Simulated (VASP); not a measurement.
# BiTe (I4/mmm) in VASP: further runs, part 2 of 2

VASP 6.6.1.

### Step 3. Single point, PBEsol (strain -0.0100 x Voigt [1, 1, 0, 0, 0, 0])

File INCAR:

```
PREC = Accurate ; ENCUT = 520
EDIFF = 1E-6 ; ISMEAR = 1
SIGMA = 0.1 ; LREAL = False
LASPH = True ; NELM = 60
ALGO = Normal ; ISIF = 2
LWAVE = False ; LCHARG = False
GGA = PS ; NBANDS = 18
```

File KPOINTS:

```
regular mesh
0
Gamma
  14 14 14
```

File POSCAR:

```
BiTe
1.0
    0.0000000000      3.2026500000      3.2350000000
    3.2026500000      0.0000000000      3.2350000000
    3.2026500000      3.2026500000      0.0000000000
Bi Te
1 1
Direct
    0.0000000000      0.0000000000      0.0000000000
    0.5000000000      0.5000000000      0.5000000000
```

Potentials or basis: VASP PAW PBE potentials, release 64 (Bi_d, Te).

Run with:

```sh
cat potpaw_PBE.64/Bi_d/POTCAR potpaw_PBE.64/Te/POTCAR > POTCAR
mpirun -np 1 vasp_std > vasp.out
```

OUTCAR:

```text
PREC = Accurate
   ENCUT = 520
   EDIFF = 1E-6
   ISMEAR = 1
   LREAL = False
   LASPH = True
   NELM = 60
   ISIF = 2
   GGA = PS

 ion  position               nearest neighbor table
   1  0.000  0.000  0.000-   2 3.20   2 3.20   2 3.20   2 3.20   2 3.23   2 3.23
   2  0.500  0.500  0.500-   1 3.20   1 3.20   1 3.20   1 3.20   1 3.23   1 3.23

  LATTYP: Found a body centered tetragonal cell.
 ALAT       =     4.5292310655
 C/A-ratio  =     1.4284985479

  Lattice vectors:

 A1 = (  -3.2026500000,   0.0000000000,   3.2350000000)
 A2 = (   3.2026500000,   0.0000000000,   3.2350000000)
 A3 = (   0.0000000000,   3.2026500000,  -3.2350000000)

Analysis of symmetry for initial positions (statically):
=====================================================================
 Subroutine PRICEL returns:
 Original cell was already a primitive cell.

 Routine SETGRP: Setting up the symmetry group for a
 body centered tetragonal supercell.

 Subroutine GETGRP returns: Found 16 space group operations
 (whereof 16 operations were pure point group operations)
 out of a pool of 16 trial point group operations.

The static configuration has the point symmetry D_4h.

Analysis of symmetry for dynamics (positions and initial velocities):
=====================================================================
 Subroutine PRICEL returns:
 Original cell was already a primitive cell.

 Routine SETGRP: Setting up the symmetry group for a
 body centered tetragonal supercell.

 Subroutine GETGRP returns: Found 16 space group operations
 (whereof 16 operations were pure point group operations)
 out of a pool of 16 trial point group operations.

The dynamic configuration has the point symmetry D_4h.

 Subroutine INISYM returns: Found 16 space group operations
 (whereof 16 operations are pure point group operations),
 and found     1 'primitive' translations

[... 111 lines left out ...]
   IALGO  =     38    algorithm
   IMIX   =      4    mixing-type and parameters
     AMIX     =   0.40;   BMIX     =  1.00
     AMIX_MAG =   1.60;   BMIX_MAG =  1.00
  volume/ion in A,a.u.               =      33.18       223.92
  Fermi-wavevector in a.u.,A,eV,Ry     =   1.115596  2.108170 16.933183  1.244554
  Thomas-Fermi vector in A             =   2.252202
   LORBIT       =      0    0 simple, 1 ext, 2 COOP (PROOUT), +10 PAW based schemes
   GGA     = PS    functional components
   LHFCALC =     F    Hartree Fock is set to
   AEXX    =    0.0000 exact exchange contribution
   IVDW    =     0    specifies the selected vdW correction
   LEPSILON=     F    determine dielectric tensor
   LRPA    =     F    only Hartree local field effects (RPA)
 non-spin polarized calculation
 Methfessel and Paxton  Order N= 1 SIGMA  =   0.10
  energy-cutoff  :      520.00
  volume of cell :       66.36
 maximum number of plane-waves:      1828
 NGX is ok and might be reduce to    36
   NGX = 17   NGY = 17   NGZ = 17

 number of electron      21.0000004 magnetization

 Free energy of the ion-electron system (eV)
  ---------------------------------------------------
  ext. energy  EPLUGINS =         0.00000000
  ---------------------------------------------------
  free energy    TOTEN  =        -7.98298676 eV

  energy without entropy =       -7.98221648  energy(sigma->0) =       -7.98273000

 E-fermi :   6.7521     XC(G=0):  -9.6826

 val. band max:        6.7518946653   @ k =  -0.2143   0.4286   0.2143
 cond. band min:       6.7542800335   @ k =   0.4286  -0.0000   0.0714
 fundamental gap:      0.0023853683
 Fermi energy:         6.7520581562

 k-point     1 :       0.0000    0.0000    0.0000
  band No.  band energies     occupation
      1     -16.3392      2.00000
      2     -16.3333      2.00000
      3     -16.3298      2.00000
      4     -16.3264      2.00000
      5     -16.3264      2.00000
      6      -6.9415      2.00000
[... 481 lines left out ...]
      5     -16.3216      2.00000
      6      -6.2899      2.00000
[... 10 lines left out ...]
     17      14.6517      0.00000
     18      14.9105      0.00000

 [... further k-points ...]

------------------------ aborting loop because EDIFF is reached ----------------------------------------

  FORCE on cell =-STRESS in cart. coord.  units (eV):
  Direction    XX          YY          ZZ          XY          YZ          ZX
  --------------------------------------------------------------------------------------
  -------------------------------------------------------------------------------------
  Total       -0.2233467     -0.2233467     -0.4984946      0.0000000      0.0000000     -0.0000000
  in kB       -5.3922099     -5.3922099    -12.0350464      0.0000000      0.0000000     -0.0000000
  external PRESSURE =      -7.6064887 kB  Pullay stress =       0.0000000 kB

 VOLUME and BASIS-vectors are now :
 -----------------------------------------------------------------------------
  energy-cutoff  :      520.00
  volume of cell :       66.36
      direct lattice vectors                 reciprocal lattice vectors
     0.000000000  3.202650000  3.235000000    -0.156120713  0.156120713  0.154559505
     3.202650000  0.000000000  3.235000000     0.156120713 -0.156120713  0.154559505
     3.202650000  3.202650000  0.000000000     0.156120713  0.156120713 -0.154559505

 POSITION                                       TOTAL-FORCE (eV/Angst)
 -----------------------------------------------------------------------------------
      0.00000      0.00000      0.00000        -0.000000      0.000000      0.000000
      3.20265      3.20265      3.23500         0.000000     -0.000000     -0.000000
 -----------------------------------------------------------------------------------
    total drift:                               -0.000000      0.000000      0.000000

  FREE ENERGIE OF THE ION-ELECTRON SYSTEM (eV)
  ---------------------------------------------------
  free  energy   TOTEN  =        -7.9829867613 eV

  energy  without entropy=       -7.9822164782  energy(sigma->0) =       -7.98273000
```

OSZICAR:

```text
N       E                     dE             d eps       ncg     rms          rms(c)
DAV:   1     0.159044022091E+03    0.15904E+03   -0.98158E+03  8808   0.112E+03
DAV:   2     0.396903213748E+01   -0.15507E+03   -0.15100E+03  9374   0.307E+02
DAV:   3    -0.767974564138E+01   -0.11649E+02   -0.11522E+02 10868   0.888E+01
DAV:   4    -0.799486734797E+01   -0.31512E+00   -0.31481E+00 10662   0.156E+01
DAV:   5    -0.800842518464E+01   -0.13558E-01   -0.13557E-01 12182   0.306E+00    0.687E+00
DAV:   6    -0.798286217802E+01    0.25563E-01   -0.74313E-02 12600   0.186E+00    0.424E+00
DAV:   7    -0.798354549266E+01   -0.68331E-03   -0.23344E-02 10520   0.908E-01    0.411E-01
DAV:   8    -0.798293328577E+01    0.61221E-03   -0.43356E-03 11260   0.479E-01    0.995E-02
DAV:   9    -0.798298792813E+01   -0.54642E-04   -0.38486E-04  9730   0.121E-01    0.376E-02
DAV:  10    -0.798298844542E+01   -0.51729E-06   -0.13557E-05 11840   0.204E-02    0.265E-02
DAV:  11    -0.798298725426E+01    0.11912E-05   -0.19946E-06  8858   0.757E-03    0.518E-03
DAV:  12    -0.798298676130E+01    0.49296E-06   -0.40654E-07  5098   0.556E-03
   1 F= -.79829868E+01 E0= -.79827300E+01  d E =-.770283E-03
```

stdout:

```text
POSCAR found type information on POSCAR BiTe
 POSCAR found :  2 types and       2 ions
 scaLAPACK will be used
 -----------------------------------------------------------------------------
|                                                                             |
|                                                                             |
|     You enforced a specific xc type in the INCAR file but a different       |
|     I HOPE YOU KNOW WHAT YOU ARE DOING!                                     |
|                                                                             |
 -----------------------------------------------------------------------------

 LDA part: xc-table for (Slater+PW92), standard interpolation
 POSCAR, INCAR and KPOINTS ok, starting setup
 FFT: planning ... GRIDC
 FFT: planning ... GRID_SOFT
 FFT: planning ... GRID
 WAVECAR not read
 entering main loop
```

Wall time 3.7 min (1 thread of Intel Xeon Platinum 8488C (Sapphire Rapids), shared host); peak memory 0.43 GiB.

What came out:

| Property | Result |
| --- | --- |
| Free energy | -7.9830 eV |
| Pressure | -0.8 GPa |

Levels at points of the mesh, in eV from the Fermi level:
| k point | band 7 | band 8 | band 9 | band 10 | band 11 | band 12 | band 13 | band 14 |
| --- | --- | --- | --- | --- | --- | --- | --- | --- |
| (0.00, 0.00, 0.00) | -8.08 | -2.65 | -2.65 | -2.51 | 2.02 | 2.25 | 2.25 | 4.54 |
| (0.50, 0.00, 0.00) | -11.35 | -1.97 | -1.95 | -1.62 | -0.89 | -0.69 | -0.67 | 7.27 |
| (0.50, 0.50, 0.00) | -9.91 | -5.80 | -4.12 | -4.12 | 2.10 | 3.69 | 3.69 | 4.99 |
| (0.50, 0.00, 0.50) | -10.02 | -5.84 | -4.20 | -4.06 | 2.08 | 3.54 | 3.78 | 5.14 |

Caveat: the cell differs from its parent crystal (strain -0.0100 x Voigt [1, 1, 0, 0, 0, 0]); the PAW data sets were made with another functional, which shifts forces and pressure a little; spin-orbit coupling is left out, which moves the levels of the heavy elements.

### Step 4. Single point, PBEsol (strain +0.0100 x Voigt [1, 1, 0, 0, 0, 0])

File INCAR:

```
SYSTEM = BiTe
  PREC = Accurate
  ENCUT = 520
  EDIFF = 1E-6
  ISMEAR = 1
  SIGMA = 0.1
  LREAL = .False.
  LASPH = .True.
  NELM = 100
  ALGO = Normal
  ISIF = 2
  LWAVE = .False.
  LCHARG = .True.
  GGA = PS
  LELF = .True.
  LVHAR = .True.
  NBANDS = 18
```

File KPOINTS:

```
regular mesh
0
Gamma
  14 14 14
  0 0 0
```

File POSCAR:

```
BiTe
1.0
    0.0000000000      3.2673500000      3.2350000000
    3.2673500000      0.0000000000      3.2350000000
    3.2673500000      3.2673500000      0.0000000000
Bi Te
1 1
Direct
    0.0000000000      0.0000000000      0.0000000000
    0.5000000000      0.5000000000      0.5000000000
```

Run with:

```sh
cat potpaw_PBE.64/Bi_d/POTCAR potpaw_PBE.64/Te/POTCAR > POTCAR
mpirun -np 1 vasp_std > vasp.out
```

Run time: 3 min. Hardware: 1 thread of Intel Xeon Platinum 8488C (Sapphire Rapids), shared host; peak memory 0.43 GiB.

Results (log left out):

```yaml
Free_energy: -7.9545 eV
Pressure: -2.6 GPa
```

Stress tensor (GPa, compression positive):
```
-2.87  0.00  0.00
 0.00 -2.87  0.00
 0.00  0.00 -2.09
```

Levels at points of the mesh, in eV from the Fermi level:
| k point | band 7 | band 8 | band 9 | band 10 | band 11 | band 12 | band 13 | band 14 |
| --- | --- | --- | --- | --- | --- | --- | --- | --- |
| (0.00, 0.00, 0.00) | -8.22 | -2.58 | -2.45 | -2.45 | 2.02 | 2.02 | 2.25 | 4.63 |
| (0.50, 0.00, 0.00) | -11.21 | -1.88 | -1.87 | -1.62 | -0.86 | -0.63 | -0.60 | 7.18 |
| (0.50, 0.50, 0.00) | -10.04 | -5.57 | -3.94 | -3.94 | 2.22 | 3.47 | 3.47 | 4.90 |
| (0.50, 0.00, 0.50) | -9.93 | -5.54 | -3.99 | -3.86 | 2.24 | 3.38 | 3.62 | 4.75 |

Caveat: the cell differs from its parent crystal (strain +0.0100 x Voigt [1, 1, 0, 0, 0, 0]); the PAW data sets were made with another functional, which shifts forces and pressure a little; spin-orbit coupling is left out, which moves the levels of the heavy elements.

### Step 5. Single point, PBEsol (strain +0.0200 x Voigt [1, 1, 0, 0, 0, 0])

File INCAR:

```
SYSTEM = BiTe
PREC     = Accurate       ! precision mode
ENCUT    = 520            ! plane-wave cutoff, eV
EDIFF    = 1E-6           ! SCF threshold, eV
ISMEAR   = 1              ! smearing method
SIGMA    = 0.1            ! smearing width, eV
LREAL    = .False.        ! projectors in reciprocal space
LASPH    = .True.         ! aspherical terms in the spheres
NELM     = 60             ! most SCF steps
ALGO     = Normal         ! electronic algorithm
ISIF     = 2              ! what is computed and relaxed
LWAVE    = .False.        ! write WAVECAR
LCHARG   = .False.        ! write CHGCAR
GGA      = PS             ! functional
NBANDS   = 18             ! bands
```

KPOINTS is that of step 4.

File POSCAR:

```
BiTe
1.0
    0.0000000000      3.2997000000      3.2350000000
    3.2997000000      0.0000000000      3.2350000000
    3.2997000000      3.2997000000      0.0000000000
Bi Te
1 1
Direct
    0.0000000000      0.0000000000      0.0000000000
    0.5000000000      0.5000000000      0.5000000000
```

Run with:

```sh
cat potpaw_PBE.64/Bi_d/POTCAR potpaw_PBE.64/Te/POTCAR > POTCAR
mpirun -np 1 vasp_std > vasp.out
```

It took 3.1 min on 1 thread of Intel Xeon Platinum 8488C (Sapphire Rapids), shared host; peak memory 0.44 GiB.

The run converged. Its results:

```yaml
Free_energy: -7.9260 eV
Pressure: -3.4 GPa
```

Stress tensor (GPa, compression positive):
```
-3.85  0.00  0.00
 0.00 -3.85  0.00
 0.00  0.00 -2.42
```

Levels at points of the mesh, in eV from the Fermi level:
```
           k point  band 6  band 7  band 8  band 9  band 10  band 11  band 12  band 13  band 14  band 15
(0.00, 0.00, 0.00)  -13.27   -8.28   -2.60   -2.34    -2.34     1.92     1.92     2.36     4.65     4.65
(0.50, 0.00, 0.00)  -11.42  -11.14   -1.84   -1.82    -1.60    -0.85    -0.60    -0.54     7.15     7.60
(0.50, 0.50, 0.00)  -11.50  -10.09   -5.46   -3.85    -3.85     2.29     3.36     3.36     4.87     8.60
(0.50, 0.00, 0.50)  -11.69   -9.89   -5.39   -3.95    -3.69     2.33     3.20     3.66     4.58     8.50
```

Caveat: the cell differs from its parent crystal (strain +0.0200 x Voigt [1, 1, 0, 0, 0, 0]); the PAW data sets were made with another functional, which shifts forces and pressure a little; spin-orbit coupling is left out, which moves the levels of the heavy elements.

### Step 6. Overview

```csv
cell,gap on the mesh (eV),pressure (GPa)
"a = 4.529, b = 4.529, c = 4.483 Å, angles 60.3, 60.3, 59.3°, 2 atoms",none,0.3
"a = 4.552, b = 4.552, c = 4.529 Å, angles 60.2, 60.2, 59.7°, 2 atoms",none,-0.8
"a = 4.598, b = 4.598, c = 4.621 Å, angles 59.8, 59.8, 60.3°, 2 atoms",none,-2.6
"a = 4.621, b = 4.621, c = 4.666 Å, angles 59.7, 59.7, 60.7°, 2 atoms",none,-3.4
```

Alike in all rows: task single point; level PBEsol; potentials or basis VASP PAW PBE potentials, release 64 (Bi_d, Te); no spin polarisation; k mesh 14 × 14 × 14; cutoff (eV) 520; smearing methfessel-paxton 0.1 eV.

Caveats: the PAW data sets were made with another functional, which shifts forces and pressure a little; spin-orbit coupling is left out, which moves the levels of the heavy elements.

Absolute energies hang on the potentials; compare differences alone.
